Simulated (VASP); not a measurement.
# BSe in VASP: single point with PBE

Aim: the single point of BSe with PBE.

All numbers are computed with VASP 6.6.1; they aren't measurements. Logs are shortened: lines on timing, memory, paths and dates and some standing lists are left out, and cuts for length are marked.

**1. The cell of the first run**

The typed cell holds 8 atoms: a = 5.430 Å, b = 7.737 Å, c = 3.289 Å, α = 64.85°, β = 90.00°, γ = 90.00°.

**2. Single point, PBE**

Input file INCAR:

```
SYSTEM = BSe
ALGO = Normal ; EDIFF = 1E-6
ENCUT = 520 ; GGA = PE
ISIF = 2 ; ISMEAR = -1
LASPH = .TRUE. ; LCHARG = .TRUE.
LELF = .TRUE. ; LREAL = .FALSE.
LVHAR = .TRUE. ; LWAVE = .FALSE.
NBANDS = 28 ; NELM = 100
PREC = Accurate ; SIGMA = 0.1
```

Input file KPOINTS:

```
Automatic mesh
0
Gamma
  5 2 5
  0.5 0.5 0.5
```

Input file POSCAR:

```
BSe
1.0
    5.4302014551     -0.0034580467     -0.0068964238
    0.0071755770      7.5251774072      1.7968232992
    0.0046878396      0.6682014517      3.2200722707
B Se
4 4
Direct
    0.0342689923      0.1166545423      0.3813980853
    0.9492395839      0.8786118140      0.6195684037
    0.5342737315      0.3786178407      0.6195601810
    0.4492338779      0.6166488294      0.3814068051
    0.7209053755      0.8377679600      0.1603866107
    0.2626027142      0.1574986353      0.8405800187
    1.2209082179      0.6574940967      0.8406182923
    0.7625995068      0.3377722815      0.1603486031
```

Potentials or basis: VASP PAW PBE potentials, release 64 (B, Se).

Run with:

```
> cat potpaw_PBE.64/B/POTCAR potpaw_PBE.64/Se/POTCAR > POTCAR
> mpirun -np 1 vasp_std > vasp.out
```

OUTCAR:

```text
SYSTEM = BSe
   EDIFF = 1E-6
   ENCUT = 520
   GGA = PE
   ISIF = 2
   ISMEAR = -1
   LASPH = .TRUE.
   LREAL = .FALSE.
   NELM = 100
   PREC = Accurate

 ion  position               nearest neighbor table
   1  0.034  0.117  0.381-   2 1.73   6 2.08   6 2.08   8 2.14
   2  0.949  0.879  0.620-   1 1.73   5 2.08   5 2.08   7 2.14
   3  0.534  0.379  0.620-   4 1.73   8 2.08   8 2.08   6 2.14
   4  0.449  0.617  0.381-   3 1.73   7 2.08   7 2.08   5 2.14
   5  0.721  0.838  0.160-   2 2.08   2 2.08   4 2.14
   6  0.263  0.157  0.841-   1 2.08   1 2.08   3 2.14
   7  0.221  0.657  0.841-   4 2.08   4 2.08   2 2.14
   8  0.763  0.338  0.160-   3 2.08   3 2.08   1 2.14

  LATTYP: Found a simple monoclinic cell.
 ALAT       =     5.4302069354
 B/A-ratio  =     1.2896608398
 C/A-ratio  =     2.0896544199
 COS(beta)  =    -0.9570808272

  Lattice vectors:

 A1 = (   5.4302014551,  -0.0034580467,  -0.0068964238)
 A2 = (   0.0024877374,   6.8569759555,  -1.4232489715)
 A3 = ( -10.8557150706,   0.6751175451,   3.2338651183)

Analysis of symmetry for initial positions (statically):
=====================================================================
 Subroutine PRICEL returns:
 Original cell was already a primitive cell.

 Routine SETGRP: Setting up the symmetry group for a
 simple monoclinic supercell.

 Subroutine GETGRP returns: Found  2 space group operations
 (whereof  1 operations were pure point group operations)
 out of a pool of  4 trial point group operations.

The static configuration has the point symmetry C_1 .
 The point group associated with its full space group is S_2 .

Analysis of symmetry for dynamics (positions and initial velocities):
=====================================================================
 Subroutine PRICEL returns:
 Original cell was already a primitive cell.

 Routine SETGRP: Setting up the symmetry group for a
 simple monoclinic supercell.

 Subroutine GETGRP returns: Found  2 space group operations
 (whereof  1 operations were pure point group operations)
 out of a pool of  4 trial point group operations.

The dynamic configuration has the point symmetry C_1 .
 The point group associated with its full space group is S_2 .

 Subroutine INISYM returns: Found  2 space group operations
 (whereof  1 operations are pure point group operations),
 and found     1 'primitive' translations

----------------------------------------------------------------------------------------

                                     Primitive cell

  volume of cell :     125.0631

  direct lattice vectors                    reciprocal lattice vectors
     5.430201455 -0.003458047 -0.006896424     0.184154846 -0.000117402 -0.000243734
     0.007175577  7.525177407  1.796823299     0.000052189  0.139814814 -0.029013233
     0.004687840  0.668201452  3.220072271     0.000365282 -0.078017915  0.326741105

  length of vectors
     5.430206935  7.736725436  3.288674594     0.184155045  0.142793391  0.335926596

  position of ions in fractional coordinates (direct lattice)
     0.034268992  0.116654542  0.381398085
     0.949239584  0.878611814  0.619568404
     0.534273732  0.378617841  0.619560181
     0.449233878  0.616648829  0.381406805
     0.720905376  0.837767960  0.160386611
     0.262602714  0.157498635  0.840580019
     0.220908218  0.657494097  0.840618292
     0.762599507  0.337772282  0.160348603

  ion indices of the primitive-cell ions
   primitive index   ion index
                 1           1
                 2           2
                 3           3
                 4           4
                 5           5
                 6           6
                 7           7
                 8           8

----------------------------------------------------------------------------------------

 KPOINTS: Automatic mesh

Automatic generation of k-mesh.
 Grid dimensions read from file:
 generate k-points for:    5    2    5

 Generating k-lattice:

  Cartesian coordinates                     Fractional coordinates (reciprocal lattice)
     0.036830969 -0.000023480 -0.000048747     0.200000000  0.000000000  0.000000000
     0.000026095  0.069907407 -0.014506616     0.000000000  0.500000000  0.000000000
     0.000073056 -0.015603583  0.065348221    -0.000000000  0.000000000  0.200000000

  Length of vectors
     0.036831009  0.071396696  0.067185319

  Shift w.r.t. Gamma in fractional coordinates (k-lattice)
     0.500000000  0.500000000  0.500000000

 Subroutine IBZKPT returns following result:
 ===========================================

 Found     25 irreducible k-points:

 Following reciprocal coordinates:
            Coordinates               Weight
  0.100000  0.250000  0.100000      2.000000
  0.300000  0.250000  0.100000      2.000000
  0.500000  0.250000  0.100000      2.000000
 -0.300000  0.250000  0.100000      2.000000
 -0.100000  0.250000  0.100000      2.000000
  0.100000 -0.250000  0.100000      2.000000
[... 16 lines left out ...]
  0.500000  0.250000  0.500000      2.000000
 -0.300000  0.250000  0.500000      2.000000
   k-points           NKPTS =     25   k-points in BZ     NKDIM =     25   number of bands    NBANDS=     28
   number of dos      NEDOS =    301   number of ions     NIONS =      8
   total plane-waves  NPLWV =  57600
   dimension x,y,z NGX =    40 NGY =   60 NGZ =   24
   dimension x,y,z NGXF=    80 NGYF=  120 NGZF=   48
   ions per type =               4   4
   NGX,Y,Z   is equivalent  to a cutoff of  12.25, 12.89, 12.13 a.u.
   NGXF,Y,Z  is equivalent  to a cutoff of  24.49, 25.79, 24.26 a.u.
 SYSTEM =  BSe
   PREC   = accura    normal or accurate (medium, high low for compatibility)
   ISTART =      0    job   : 0-new  1-cont  2-samecut
   ICHARG =      2    charge: 1-file 2-atom 10-const
   ISPIN  =      1    spin polarized calculation?
   LNONCOLLINEAR =      F non collinear calculations
   LSORBIT =      F    spin-orbit coupling
   LASPH  =      T    aspherical Exc in radial PAW
   ENCUT  =  520.0 eV  38.22 Ry    6.18 a.u.  10.10 14.39  6.11*2*pi/ulx,y,z
   NELM   =    100;   NELMIN=  2; NELMDL= -5     # of ELM steps
   EDIFF  = 0.1E-05   stopping-criterion for ELM
   LREAL  =      F    real-space projection
   EDIFFG = 0.1E-04   stopping-criterion for IOM
   NSW    =      0    number of steps for IOM
   IBRION =     -1    ionic relax: 0-MD 1-quasi-New 2-CG
   NFREE  =      0    steps in history (QN), initial steepest desc. (CG)
   ISIF   =      2    stress and relaxation
   ISYM   =      2    0-nonsym 1-usesym 2-fastsym
   POTIM  = 0.5000    time-step for ionic-motion
   TEBEG  =    0.0;   TEEND  =   0.0 temperature during run
   PSTRESS=    0.0 pullay stress
   NELECT =      36.0000    total number of electrons
   NUPDOWN=      -1.0000    fix difference up-down
   EMIN   =  10.00;   EMAX   =-10.00  energy-range for DOS
   EFERMI =   0.00;   METHOD = LEGACY
   ISMEAR =    -1;   SIGMA  =   0.10  broadening in eV -4-tet -1-fermi 0-gaus
   EFERMI_NEDOS =   21; number of points for ismear=-14 and -15
   IALGO  =     38    algorithm
   IMIX   =      4    mixing-type and parameters
     AMIX     =   0.40;   BMIX     =  1.00
     AMIX_MAG =   1.60;   BMIX_MAG =  1.00
  volume/ion in A,a.u.               =      15.63       105.50
  Fermi-wavevector in a.u.,A,eV,Ry     =   1.080934  2.042670 15.897303  1.168419
  Thomas-Fermi vector in A             =   2.216938
   LORBIT       =      0    0 simple, 1 ext, 2 COOP (PROOUT), +10 PAW based schemes
   GGA     = PE    functional components
   LHFCALC =     F    Hartree Fock is set to
   AEXX    =    0.0000 exact exchange contribution
   IVDW    =     0    specifies the selected vdW correction
   LEPSILON=     F    determine dielectric tensor
   LRPA    =     F    only Hartree local field effects (RPA)
 non-spin polarized calculation
  energy-cutoff  :      520.00
  volume of cell :      125.06
 maximum number of plane-waves:      3381
   NGX = 21   NGY = 29   NGZ = 13

 number of electron      36.0000000 magnetization

 Free energy of the ion-electron system (eV)
  ---------------------------------------------------
  ext. energy  EPLUGINS =         0.00000000
  ---------------------------------------------------
  free energy    TOTEN  =       -40.49849315 eV

  energy without entropy =      -40.49834488  energy(sigma->0) =      -40.49841902

 E-fermi :   5.1874     XC(G=0): -10.0292

 val. band max:        4.3815982931   @ k =  -0.1000  -0.2500   0.1000
 cond. band min:       6.0031503638   @ k =   0.3000   0.2500   0.5000
 fundamental gap:      1.6215520707
 Fermi energy:         5.1873822591

 k-point     1 :       0.1000    0.2500    0.1000
  band No.  band energies     occupation
      1     -11.2118      2.00000
      2     -10.3077      2.00000
      3      -9.2200      2.00000
      4      -9.0709      2.00000
      5      -4.9147      2.00000
      6      -3.1156      2.00000
[... 20 lines left out ...]
     27       9.8717      0.00000
     28      10.2207      0.00000

 k-point     2 :       0.3000    0.2500    0.1000
  band No.  band energies     occupation
      1     -10.9342      2.00000
      2     -10.1185      2.00000
      3      -9.7223      2.00000
      4      -9.3699      2.00000
      5      -4.4154      2.00000
      6      -3.1160      2.00000
[... 20 lines left out ...]
     27       9.6692      0.00000
     28      10.2059      0.00000

 k-point     3 :       0.5000    0.2500    0.1000
  band No.  band energies     occupation
      1     -10.4156      2.00000
      2     -10.4154      2.00000
      3      -9.7472      2.00000
      4      -9.7471      2.00000
      5      -3.7958      2.00000
      6      -3.7957      2.00000
[... 20 lines left out ...]
     27      10.1402      0.00000
     28      10.1404      0.00000

 k-point     4 :      -0.3000    0.2500    0.1000
  band No.  band energies     occupation
      1     -10.9341      2.00000
      2     -10.1185      2.00000
      3      -9.7223      2.00000
      4      -9.3700      2.00000
      5      -4.4154      2.00000
      6      -3.1160      2.00000
[... 578 lines left out ...]
     27      10.9586      0.00000
     28      11.4059      0.00000

 k-point    23 :       0.5000    0.2500    0.5000
  band No.  band energies     occupation
      1      -8.8953      2.00000
      2      -8.8951      2.00000
      3      -8.8044      2.00000
      4      -8.8042      2.00000
      5      -4.8260      2.00000
      6      -4.8258      2.00000
[... 20 lines left out ...]
     27      11.3198      0.00000
     28      11.3203      0.00000

 k-point    24 :      -0.3000    0.2500    0.5000
  band No.  band energies     occupation
      1      -9.0634      2.00000
      2      -9.0236      2.00000
      3      -8.7154      2.00000
      4      -8.6594      2.00000
      5      -4.8159      2.00000
      6      -4.6506      2.00000
[... 20 lines left out ...]
     27      10.9584      0.00000
     28      11.4059      0.00000

 [... further k-points ...]
[... 5 lines left out ...]
  --------------------------------------------------------------------------------------
  -------------------------------------------------------------------------------------
  Total        0.1783820      0.0585687      0.1675791     -0.0000735      0.0247536     -0.0028880
  in kB        2.2852438      0.7503212      2.1468485     -0.0009421      0.3171178     -0.0369983
  external PRESSURE =       1.7274712 kB  Pullay stress =       0.0000000 kB

 VOLUME and BASIS-vectors are now :
 -----------------------------------------------------------------------------
  energy-cutoff  :      520.00
  volume of cell :      125.06
      direct lattice vectors                 reciprocal lattice vectors
     5.430201455 -0.003458047 -0.006896424     0.184154846 -0.000117402 -0.000243734
     0.007175577  7.525177407  1.796823299     0.000052189  0.139814814 -0.029013233
     0.004687840  0.668201452  3.220072271     0.000365282 -0.078017915  0.326741105

 POSITION                                       TOTAL-FORCE (eV/Angst)
 -----------------------------------------------------------------------------------
      0.18871      1.13258      1.43750        -0.007581     -0.011376      0.002032
      5.16377      7.02242      3.56722         0.007581      0.011376     -0.002032
      2.90684      3.26131      2.67165        -0.007915      0.010626     -0.002361
      2.44564      4.89369      2.33307         0.007915     -0.010626      0.002361
      3.92142      6.40903      2.01681        -0.009304      0.001187     -0.000296
      1.43106      1.74597      2.98791         0.009304     -0.001187      0.000296
      1.20823      5.50870      3.88673        -0.009766     -0.000991      0.000256
      4.14424      2.64630      1.11799         0.009766      0.000991     -0.000256
 -----------------------------------------------------------------------------------
    total drift:                                0.003065     -0.000952     -0.000925

  FREE ENERGIE OF THE ION-ELECTRON SYSTEM (eV)
  ---------------------------------------------------
  free  energy   TOTEN  =       -40.4984931481 eV

  energy  without entropy=      -40.4983448847  energy(sigma->0) =      -40.49841902
```

Run time: 33 s. Hardware: 1 thread of Intel Xeon 6975P-C (Granite Rapids), shared host; peak memory 0.25 GiB.

Results:

* Free energy: -40.4985 eV
* Pressure: 0.2 GPa
* Largest force: 0.014 eV/Å
* Band gap on the k mesh: 1.62 eV, indirect (least direct gap 2.41 eV)

Forces in eV/Å, atoms in the order of the input:
```
B   -0.008 -0.011  0.002
B    0.008  0.011 -0.002
B   -0.008  0.011 -0.002
B    0.008 -0.011  0.002
Se  -0.009  0.001  0.000
Se   0.009 -0.001  0.000
Se  -0.010 -0.001  0.000
Se   0.010  0.001  0.000
```

A k mesh can miss the band edges. A hybrid or GW would open this gap; PBE tends to underestimate it.
